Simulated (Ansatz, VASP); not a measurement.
**TiAl3 in VASP and in Ansatz**

File INCAR:

```
PREC     = Accurate       # precision mode
ENCUT    = 520            # plane-wave cutoff, eV
EDIFF    = 1E-6           # SCF threshold, eV
ISMEAR   = -1             # smearing method
SIGMA    = 0.05           # smearing width, eV
LREAL    = F              # projectors in reciprocal space
LASPH    = T              # aspherical terms in the spheres
NELM     = 60             # most SCF steps
ALGO     = Fast           # electronic algorithm
ISIF     = 2              # what is computed and relaxed
LWAVE    = F              # write WAVECAR
LCHARG   = T              # write CHGCAR
GGA      = RP             # functional
LELF     = T              # ELF
LVHAR    = T            
NBANDS   = 18             # bands
```

The input KPOINTS:

```
Automatic mesh
0
Gamma
  10 10 10
```

The input POSCAR:

```
TiAl3
1.0
   -1.9111067713      1.9111067713      4.2806687947
    1.9111067713     -1.9111067713      4.2806687947
    1.9111067713      1.9111067713     -4.2806687947
Ti Al
1 3
Direct
    0.0000000000      0.0000000000      0.0000000000
    0.2500000000      0.7500000000      0.5000000000
    0.7500000000      0.2500000000      0.5000000000
    0.5000000000      0.5000000000      0.0000000000
```

input.yaml

```yaml
crystal:
  lattice:
    - [-1.9111067713, 1.9111067713, 4.2806687947]
    - [1.9111067713, -1.9111067713, 4.2806687947]
    - [1.9111067713, 1.9111067713, -4.2806687947]
  atoms:
    - { symbol: Ti, position: [0.0, 0.0, 0.0] }
    - { symbol: Al, position: [0.25, 0.75, 0.5] }
    - { symbol: Al, position: [0.75, 0.25, 0.5] }
    - { symbol: Al, position: [0.5, 0.5, 0.0] }
hamiltonian:
  xc: rpbe
  pseudopotentials: { kind: paw }
kpoints:
  mp_grid: { grid: [10, 10, 10] }
  band_path:
    path:
      - [[0.0, 0.0, 0.0], [0.0, 0.0, 0.5], [-0.0996590294, 0.0996590294, 0.5], [-0.2998295147, 0.2998295147, 0.2998295147], [0.0, 0.0, 0.0], [0.5, 0.5, -0.5], [0.2998295147, 0.7001704853, -0.2998295147], [0.0, 0.5, 0.0], [0.25, 0.25, 0.25], [0.5, 0.5, -0.0996590294], [0.5, 0.5, -0.5]]
      - [[0.0, 0.0, 0.5], [0.25, 0.25, 0.25]]
    npoints: 14
scf:
  occupations: { method: fermi_dirac, width: 0.05 }
  n_extra_bands: 10
output:
  forces: true
  stress: true
  eigenvalues: true
  fatbands: true
```

Alike in both runs: functional RPBE; k mesh 10 × 10 × 10; occupations fermi-dirac, width 0.05 eV; no spin polarisation.

```csv
,VASP,Ansatz
version,VASP 6.6.1,Ansatz 0.2.0
potentials or method,"VASP PAW PBE potentials, release 64 (Ti_sv, Al)",Ansatz PAW
plane-wave cutoff (eV),520,420
valence electrons in the cell,21,21
task,single point,band structure
```

|  | VASP | Ansatz | Ansatz less VASP |
| --- | --- | --- | --- |
| gap on the k mesh at the Fermi level (eV) | none | none | - |
| pressure (GPa) | 4.2 | 4.5 | +0.31 |
| traceless stress, the component that is largest in VASP (GPa) | -0.28 | -0.28 | -0.002 |

VASP's potentials were made for PBE, not for RPBE. A gap of «none» marks a metal or a gap that the smearing closes.
